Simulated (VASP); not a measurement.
Here is a VASP 6.6.1 calculation.

File POSCAR:

```
NaCl
1.0
    2.6492053641      2.6492053641      0.0000000000
   -2.6492053641      2.6492053641      0.0000000000
    0.0000000000      2.6492053641      2.6492053641
Na Cl
1 1
Direct
    0.0000000000      0.0000000000      0.0000000000
    0.5000000000      0.5000000000      0.0000000000
```

INCAR.step1

```
PREC = Accurate
ENCUT = 550
ISMEAR = 0
SIGMA = 0.01
LREAL = False
LASPH = True
NELM = 120
NBANDS = 14
GGA = PE
ALGO = Normal
EDIFF = 1E-5
LWAVE = True
LCHARG = False
GGA_COMPAT = False
```

The input INCAR.step2:

```
PREC = Accurate
ENCUT = 550
EDIFF = 1E-6
ISMEAR = 0
SIGMA = 0.01
LREAL = False
LASPH = True
NELM = 120
ALGO = Normal
ISIF = 2
LWAVE = False
LCHARG = False
METAGGA = R2SCAN
LMIXTAU = True
NBANDS = 14
ISTART = 1
GGA_COMPAT = False
```

File KPOINTS:

```
Automatic mesh
0
Gamma
  8 8 8
```

Potentials or basis: VASP PAW PBE potentials, release 64 (Na_pv, Cl).

Command:

```console
$ cat potpaw_PBE.64/Na_pv/POTCAR potpaw_PBE.64/Cl/POTCAR > POTCAR
$ cp INCAR.step1 INCAR
$ mpirun -np 1 vasp_std > vasp.out
$ cp INCAR.step2 INCAR
$ mpirun -np 1 vasp_std > vasp.out
```

Task: Predict the pressure.

Result: 6.7 GPa.

Task: Estimate the band gap on the k mesh.

Result: 6.82 eV.

Caveat: the cell stands under pressure; the PAW data sets were made with another functional, which shifts forces and pressure a little.
